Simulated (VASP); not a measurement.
# NaH (Fm-3m) in VASP: a series of runs

Aim: see how the results for NaH move with the level of theory and the settings. Levels: PBEsol, PBE, r2SCAN. Tasks: vibrations by perturbation theory, dielectric tensor.

Everything below comes from runs of VASP 6.6.1. Logs are shortened: lines on timing, memory, paths and dates and some standing lists are left out, and cuts for length are marked.

### Step 1. The cell of the first run

The structure is cubic, space group Fm-3m (No. 225). The conventional cell has a = 4.792 Å, b = 4.792 Å, c = 4.792 Å, α = 90.00°, β = 90.00°, γ = 90.00°. Within 3.2 Å of Na (site symmetry m-3m) lie 6 H at 2.40 Å. H (site symmetry m-3m) has 6 Na at 2.40 Å within 3.2 Å.

### Step 2. Vibrations by perturbation theory, PBEsol

Input file INCAR:

```
SYSTEM = NaH
PREC = Accurate
ENCUT = 520
EDIFF = 1E-8
ISMEAR = 0
SIGMA = 0.01
LREAL = .FALSE.
LASPH = .TRUE.
NELM = 60
ALGO = Normal
ISIF = 2
LWAVE = .FALSE.
LCHARG = .FALSE.
GGA = PS
IBRION = 8
NSW = 1
LEPSILON = .TRUE.
```

Input file KPOINTS:

```
regular mesh
0
G
  8 8 8
  0 0 0
```

Input file POSCAR:

```
NaH
1.0
    0.0000000000      2.3959545862      2.3959545862
    2.3959545862      0.0000000000      2.3959545862
    2.3959545862      2.3959545862      0.0000000000
Na H
1 1
Direct
    0.0000000000      0.0000000000      0.0000000000
    0.5000000000      0.5000000000      0.5000000000
```

Potentials or basis: VASP PAW PBE potentials, release 64 (Na_pv, H).

The run is started by

```
cat potpaw_PBE.64/Na_pv/POTCAR potpaw_PBE.64/H/POTCAR > POTCAR
mpirun -np 1 vasp_std > vasp.out
```

OUTCAR:

```text
SYSTEM = NaH
   PREC = Accurate
   ENCUT = 520
   EDIFF = 1E-8
   ISMEAR = 0
   LREAL = .FALSE.
   LASPH = .TRUE.
   NELM = 60
   ISIF = 2
   GGA = PS
   IBRION = 8
   NSW = 1
   LEPSILON = .TRUE.

 ion  position               nearest neighbor table
   1  0.000  0.000  0.000-
   2  0.500  0.500  0.500-

  LATTYP: Found a face centered cubic cell.
 ALAT       =     4.7919091724

  Lattice vectors:

 A1 = (   0.0000000000,   2.3959545862,   2.3959545862)
 A2 = (   2.3959545862,   0.0000000000,   2.3959545862)
 A3 = (   2.3959545862,   2.3959545862,   0.0000000000)

Analysis of symmetry for initial positions (statically):
=====================================================================
 Subroutine PRICEL returns:
 Original cell was already a primitive cell.

 Routine SETGRP: Setting up the symmetry group for a
 face centered cubic supercell.

 Subroutine GETGRP returns: Found 48 space group operations
 (whereof 48 operations were pure point group operations)
 out of a pool of 48 trial point group operations.

The static configuration has the point symmetry O_h .

Analysis of symmetry for dynamics (positions and initial velocities):
=====================================================================
 Subroutine PRICEL returns:
 Original cell was already a primitive cell.

 Routine SETGRP: Setting up the symmetry group for a
 face centered cubic supercell.

 Subroutine GETGRP returns: Found 48 space group operations
 (whereof 48 operations were pure point group operations)
 out of a pool of 48 trial point group operations.

The dynamic configuration has the point symmetry O_h .

 Subroutine INISYM returns: Found 48 space group operations
 (whereof 48 operations are pure point group operations),
 and found     1 'primitive' translations

----------------------------------------------------------------------------------------

                                     Primitive cell

  volume of cell :      27.5084

  direct lattice vectors                    reciprocal lattice vectors
     0.000000000  2.395954586  2.395954586    -0.208685091  0.208685091  0.208685091
     2.395954586  0.000000000  2.395954586     0.208685091 -0.208685091  0.208685091
     2.395954586  2.395954586  0.000000000     0.208685091  0.208685091 -0.208685091

  length of vectors
     3.388391471  3.388391471  3.388391471     0.361453180  0.361453180  0.361453180

  position of ions in fractional coordinates (direct lattice)
     0.000000000  0.000000000  0.000000000
     0.500000000  0.500000000  0.500000000

  ion indices of the primitive-cell ions
   primitive index   ion index
                 1           1
                 2           2

----------------------------------------------------------------------------------------

 KPOINTS: regular mesh

Automatic generation of k-mesh.
 Grid dimensions read from file:
[... 413 lines left out ...]
           3.328902     0.000000     0.000000
          -0.000000     3.328902     0.000000
           0.000000     0.000000     3.328902
 ------------------------------------------------------

 Free energy of the ion-electron system (eV)
  ---------------------------------------------------
  ---------------------------------------------------
  free energy    TOTEN  =        -0.19482325 eV

  energy without entropy =       -0.19482325

------------------------ aborting loop because EDIFF is reached ----------------------------------------

--------------------------------------- Ionic step        2  -------------------------------------------

------------------------ aborting loop because EDIFF is reached ----------------------------------------

--------------------------------------- Ionic step        3  -------------------------------------------

------------------------ aborting loop because EDIFF is reached ----------------------------------------

 PIEZOELECTRIC TENSOR FIELD DIRECTION 3  (e Angst)
 -----------------------------------------------------------------------------
     0.00045  0.00000 -0.00000           ( -0.00000  0.00000  0.00000)
     0.00000  0.00045  0.00000           (  0.00000 -0.00000  0.00000)
     0.00000 -0.00000 -0.00065           (  0.00000  0.00000 -0.00000)

 PIEZOELECTRIC TENSOR FIELD DIRECTION 3  (C/m^2)
 -----------------------------------------------------------------------------
     0.00026  0.00000 -0.00000
     0.00000  0.00026  0.00000
     0.00000 -0.00000 -0.00038

--------------------------------------- Ionic step        4  -------------------------------------------

------------------------ aborting loop because EDIFF is reached ----------------------------------------

[... ionic steps 5 to 6 ...]

--------------------------------------- Ionic step        7  -------------------------------------------

 Free energy of the ion-electron system (eV)
  ---------------------------------------------------
  ---------------------------------------------------
  free energy    TOTEN  =        -0.01698357 eV

  energy without entropy =       -0.01698357

------------------------ aborting loop because EDIFF is reached ----------------------------------------

 INTERNAL STRAIN TENSOR  FOR ION    2  DIRECTION 1   (eV/Angst):
 -----------------------------------------------------------------------------
     0.00673  0.00000 -0.00000
     0.00000 -0.00394 -0.00000
     0.00000 -0.00000 -0.00394

 MACROSCOPIC STATIC DIELECTRIC TENSOR (including local field effects in DFT)
 ------------------------------------------------------
           3.245410     0.000000     0.000000
           0.000000     3.245410    -0.000000
          -0.000000    -0.000000     3.245410
 ------------------------------------------------------

 PIEZOELECTRIC TENSOR (including local field effects)  for field in x, y, z        (e  Angst)
          XX          YY          ZZ          XY          YZ          ZX
  --------------------------------------------------------------------------------
  x     0.00000     0.00000     0.00000     0.00000     0.00000     0.00000
  y     0.00000     0.00000     0.00000     0.00000     0.00000     0.00000
  z     0.00000     0.00000     0.00000     0.00000     0.00000     0.00000

 PIEZOELECTRIC TENSOR (including local field effects)  for field in x, y, z        (C/m^2)
          XX          YY          ZZ          XY          YZ          ZX
  --------------------------------------------------------------------------------
  x     0.00000     0.00000     0.00000     0.00000     0.00000     0.00000
  y     0.00000     0.00000     0.00000     0.00000     0.00000     0.00000
  z     0.00000     0.00000     0.00000     0.00000     0.00000     0.00000

 BORN EFFECTIVE CHARGES (including local field effects) (in |e|, cummulative output)
 ---------------------------------------------------------------------------------
 ion    1
    1     0.95828    -0.00000     0.00000
    2     0.00000     0.95828    -0.00000
    3     0.00000     0.00000     0.95828
 ion    2
    1    -0.95828     0.00000    -0.00000
    2    -0.00000    -0.95828     0.00000
    3    -0.00000    -0.00000    -0.95828

 INTERNAL STRAIN TENSOR FOR ION    2 for displacements in x,y,z  (eV/Angst):
          X           Y           Z          XY          YZ          ZX
  --------------------------------------------------------------------------------
  x     0.00000     0.00000     0.00000     0.00000     0.00000     0.00000
  y     0.00000     0.00000     0.00000     0.00000     0.00000     0.00000
  z     0.00000     0.00000     0.00000     0.00000     0.00000     0.00000

 SECOND DERIVATIVES (NOT SYMMETRIZED)
 ------------------------------------
               1X          1Y          1Z          2X          2Y          2Z
  1X    -0.945638    0.000000    0.000000    0.945638    0.000000    0.000000
  1Y     0.000000   -0.945638    0.000000    0.000000    0.945638    0.000000
  1Z     0.000000    0.000000   -0.945638    0.000000    0.000000    0.945638
  2X     0.971406    0.000000    0.000000   -0.971406    0.000000    0.000000
  2Y     0.000000    0.971406    0.000000    0.000000   -0.971406    0.000000
  2Z     0.000000    0.000000    0.971406    0.000000    0.000000   -0.971406

 Eigenvectors and eigenvalues of the dynamical matrix
 ----------------------------------------------------

   1 f  =   15.731063 THz    98.841181 2PiTHz  524.731766 cm-1    65.058418 meV
             X         Y         Z           dx          dy          dz
      0.000000  0.000000  0.000000     0.201568    0.000000   -0.000000
      2.395955  2.395955  2.395955    -0.979475    0.000000    0.000000
[... 21 lines left out ...]
   6 f/i=    0.041747 THz     0.262305 2PiTHz    1.392537 cm-1     0.172652 meV
             X         Y         Z           dx          dy          dz
      0.000000  0.000000  0.000000     0.973902    0.088341   -0.055511
      2.395955  2.395955  2.395955     0.200421    0.018180   -0.011424

--------------------------------------------------------------------------------------------------------

 MACROSCOPIC STATIC DIELECTRIC TENSOR IONIC CONTRIBUTION
 ------------------------------------------------------
           6.301531     0.000000     0.000000
           0.000000     6.301531    -0.000000
           0.000000    -0.000000     6.301531
 ------------------------------------------------------

 ELASTIC MODULI CONTR FROM IONIC RELAXATION (kBar)
 Direction    XX          YY          ZZ          XY          YZ          ZX
 --------------------------------------------------------------------------------
 XX           0.0000      0.0000      0.0000      0.0000      0.0000      0.0000
 YY           0.0000      0.0000      0.0000      0.0000      0.0000      0.0000
 ZZ           0.0000      0.0000      0.0000      0.0000      0.0000      0.0000
 XY           0.0000      0.0000      0.0000      0.0000      0.0000      0.0000
 YZ           0.0000      0.0000      0.0000      0.0000      0.0000      0.0000
 ZX           0.0000      0.0000      0.0000      0.0000      0.0000      0.0000
 --------------------------------------------------------------------------------

 PIEZOELECTRIC TENSOR IONIC CONTR  for field in x, y, z        (C/m^2)
          XX          YY          ZZ          XY          YZ          ZX
  --------------------------------------------------------------------------------
  x     0.00000     0.00000     0.00000     0.00000     0.00000     0.00000
  y     0.00000     0.00000     0.00000     0.00000     0.00000     0.00000
  z     0.00000     0.00000     0.00000     0.00000     0.00000     0.00000
```

It took 62 s on 1 thread of Intel Xeon 6975P-C (Granite Rapids), shared host; peak memory 0.18 GiB.

What came out:

```yaml
Electronic_dielectric_tensor_diagonal: 3.25
Born_charges_mean_of_the_diagonal: Na +0.96; H -0.96 e
Highest_phonon_frequency_at_Γ: 525 cm⁻¹
```

Phonon frequencies in cm⁻¹ (negative: imaginary):
```tsv
q point	frequencies
(0.000, 0.000, 0.000)	-1 -1 -1 525 525 525
```

Electronic dielectric tensor:
```
3.25 0.00 0.00
0.00 3.25 0.00
0.00 0.00 3.25
```

Born effective charge tensors (e):
atom 1, Na
```
0.96 0.00 0.00
0.00 0.96 0.00
0.00 0.00 0.96
```
atom 2, H
```
-0.96  0.00  0.00
 0.00 -0.96  0.00
 0.00  0.00 -0.96
```

### Step 3. Dielectric tensor, PBE

Input file INCAR:

```
ALGO = Normal ; EDIFF = 1E-8
ENCUT = 520 ; GGA = PE
ISIF = 2 ; ISMEAR = 0
LASPH = True ; LCHARG = False
LEPSILON = True ; LREAL = False
LWAVE = False ; NELM = 100
PREC = Accurate ; SIGMA = 0.01
```

Input file KPOINTS:

```
k-points
0
Gamma
  8 8 8
```

Input file POSCAR:

```
NaH
1.0
    0.0000000000      2.3975116377      2.3975116377
    2.3975116377      0.0000000000      2.3975116377
    2.3975116377      2.3975116377      0.0000000000
Na H
1 1
Direct
    0.0000000000      0.0000000000      0.0000000000
    0.5000000000      0.5000000000      0.5000000000
```

Potentials or basis: VASP PAW PBE potentials, release 64 (Na_pv, H).

The run is started by

```
cat potpaw_PBE.64/Na_pv/POTCAR potpaw_PBE.64/H/POTCAR > POTCAR
mpirun -np 1 vasp_std > vasp.out
```

OUTCAR:

```text
EDIFF = 1E-8
   ENCUT = 520
   GGA = PE
   ISIF = 2
   ISMEAR = 0
   LASPH = True
   LEPSILON = True
   LREAL = False
   NELM = 100
   PREC = Accurate

 ion  position               nearest neighbor table
   1  0.000  0.000  0.000-
   2  0.500  0.500  0.500-

  LATTYP: Found a face centered cubic cell.
 ALAT       =     4.7950232754

  Lattice vectors:

 A1 = (   0.0000000000,   2.3975116377,   2.3975116377)
 A2 = (   2.3975116377,   0.0000000000,   2.3975116377)
 A3 = (   2.3975116377,   2.3975116377,   0.0000000000)

Analysis of symmetry for initial positions (statically):
=====================================================================
 Subroutine PRICEL returns:
 Original cell was already a primitive cell.

 Routine SETGRP: Setting up the symmetry group for a
 face centered cubic supercell.

 Subroutine GETGRP returns: Found 48 space group operations
 (whereof 48 operations were pure point group operations)
 out of a pool of 48 trial point group operations.

The static configuration has the point symmetry O_h .

Analysis of symmetry for dynamics (positions and initial velocities):
=====================================================================
 Subroutine PRICEL returns:
 Original cell was already a primitive cell.

 Routine SETGRP: Setting up the symmetry group for a
 face centered cubic supercell.

 Subroutine GETGRP returns: Found 48 space group operations
 (whereof 48 operations were pure point group operations)
 out of a pool of 48 trial point group operations.

The dynamic configuration has the point symmetry O_h .

 Subroutine INISYM returns: Found 48 space group operations
 (whereof 48 operations are pure point group operations),
[... 439 lines left out ...]

  energy  without entropy=       -5.0863573763  energy(sigma->0) =       -5.08635738

 HEAD OF MICROSCOPIC STATIC DIELECTRIC TENSOR (INDEPENDENT PARTICLE, excluding Hartree and local field effects)
 ------------------------------------------------------
           3.163942     0.000000     0.000000
          -0.000000     3.163942     0.000000
           0.000000     0.000000     3.163942
 ------------------------------------------------------

 Free energy of the ion-electron system (eV)
  ---------------------------------------------------
  ---------------------------------------------------
  free energy    TOTEN  =        -0.18825196 eV

  energy without entropy =       -0.18825196

------------------------ aborting loop because EDIFF is reached ----------------------------------------

--------------------------------------- Ionic step        2  -------------------------------------------

------------------------ aborting loop because EDIFF is reached ----------------------------------------

--------------------------------------- Ionic step        3  -------------------------------------------

 Free energy of the ion-electron system (eV)
  ---------------------------------------------------
  ---------------------------------------------------
  free energy    TOTEN  =        -0.18825194 eV

  energy without entropy =       -0.18825194

------------------------ aborting loop because EDIFF is reached ----------------------------------------

 PIEZOELECTRIC TENSOR FIELD DIRECTION 3  (e Angst)
 -----------------------------------------------------------------------------
     0.00042  0.00000 -0.00000           ( -0.00000  0.00000 -0.00000)
     0.00000  0.00042  0.00000           (  0.00000 -0.00000  0.00000)
    -0.00000  0.00000 -0.00059           ( -0.00000  0.00000 -0.00000)

 PIEZOELECTRIC TENSOR FIELD DIRECTION 3  (C/m^2)
 -----------------------------------------------------------------------------
     0.00024  0.00000 -0.00000
     0.00000  0.00024  0.00000
    -0.00000  0.00000 -0.00034

 MACROSCOPIC STATIC DIELECTRIC TENSOR (including local field effects in DFT)
 ------------------------------------------------------
           3.119510    -0.000000     0.000000
          -0.000000     3.119510    -0.000000
           0.000000    -0.000000     3.119510
 ------------------------------------------------------

 PIEZOELECTRIC TENSOR (including local field effects)  for field in x, y, z        (e  Angst)
          XX          YY          ZZ          XY          YZ          ZX
  --------------------------------------------------------------------------------
  x     0.00000     0.00000     0.00000     0.00000     0.00000     0.00000
  y     0.00000     0.00000     0.00000     0.00000     0.00000     0.00000
  z     0.00000     0.00000     0.00000     0.00000     0.00000     0.00000

 PIEZOELECTRIC TENSOR (including local field effects)  for field in x, y, z        (C/m^2)
          XX          YY          ZZ          XY          YZ          ZX
  --------------------------------------------------------------------------------
  x     0.00000     0.00000     0.00000     0.00000     0.00000     0.00000
  y     0.00000     0.00000     0.00000     0.00000     0.00000     0.00000
  z     0.00000     0.00000     0.00000     0.00000     0.00000     0.00000

 BORN EFFECTIVE CHARGES (including local field effects) (in |e|, cummulative output)
 ---------------------------------------------------------------------------------
 ion    1
    1     0.96394    -0.00000     0.00000
    2     0.00000     0.96394    -0.00000
    3     0.00000     0.00000     0.96394
 ion    2
    1    -0.96394     0.00000    -0.00000
    2    -0.00000    -0.96394     0.00000
    3    -0.00000    -0.00000    -0.96394
```

stdout:

```text
POSCAR found type information on POSCAR NaH
 POSCAR found :  2 types and       2 ions
 scaLAPACK will be used
 LDA part: xc-table for (Slater+PW92), standard interpolation
 POSCAR, INCAR and KPOINTS ok, starting setup
 FFT: planning ... GRIDC
 FFT: planning ... GRID_SOFT
 FFT: planning ... GRID
 WAVECAR not read
 entering main loop
 Linear response reoptimize wavefunctions to high precision
 Linear response G [H, r] |phi>, progress :
  Direction:   1
 Linear response G [H, r] |phi>, progress :
  Direction:   2
 Linear response G [H, r] |phi>, progress :
  Direction:   3
 Linear response to external field (no local field effect), progress :
  Direction:   1
 dielectric tensor                  component  1 :     2.705    -1.160    -0.980
 Linear response to external field (no local field effect), progress :
  Direction:   2
 dielectric tensor                  component  2 :    -1.160     2.545     1.165
 Linear response to external field (no local field effect), progress :
  Direction:   3
 dielectric tensor                  component  3 :    -0.980     1.165     4.242
 Linear response to external field, progress :
  Direction:   1
 dielectric tensor                  component  1 :     3.120    -0.747    -0.453
 Linear response to external field, progress :
  Direction:   2
 dielectric tensor                  component  2 :    -0.495     3.120     0.141
 Linear response to external field, progress :
  Direction:   3
 dielectric tensor                  component  3 :     0.025    -0.149     3.120
 Born effective charges drift removed
```

Run time: 46 s. Hardware: 1 thread of Intel Xeon 6975P-C (Granite Rapids), shared host; peak memory 0.17 GiB.

What came out:

```
Band gap on the k mesh                  : 3.80 eV (least direct gap 4.67 eV)
Electronic dielectric tensor (diagonal) : 3.12
Born charges (mean of the diagonal)     : Na +0.96; H -0.96 e
```

Levels at points of the mesh, in eV from the valence-band top:
```
           k point  band 1  band 2  band 3  band 4  band 5  band 6  band 7  band 8
(0.00, 0.00, 0.00)  -22.06  -22.06  -22.06   -3.68   10.63   15.78   15.78   15.78
(0.50, 0.00, 0.00)  -22.16  -22.07  -22.07   -0.87    3.80   10.94   13.53   13.53
(0.50, 0.50, 0.00)  -22.15  -22.10  -22.10   -0.18    4.68   10.12   10.82   10.82
```

Electronic dielectric tensor:
```
3.12 0.00 0.00
0.00 3.12 0.00
0.00 0.00 3.12
```

Born effective charge tensors (e):
atom 1, Na
```
0.96 0.00 0.00
0.00 0.96 0.00
0.00 0.00 0.96
```
atom 2, H
```
-0.96  0.00  0.00
 0.00 -0.96  0.00
 0.00  0.00 -0.96
```

(Continued in part 2 of 2.)
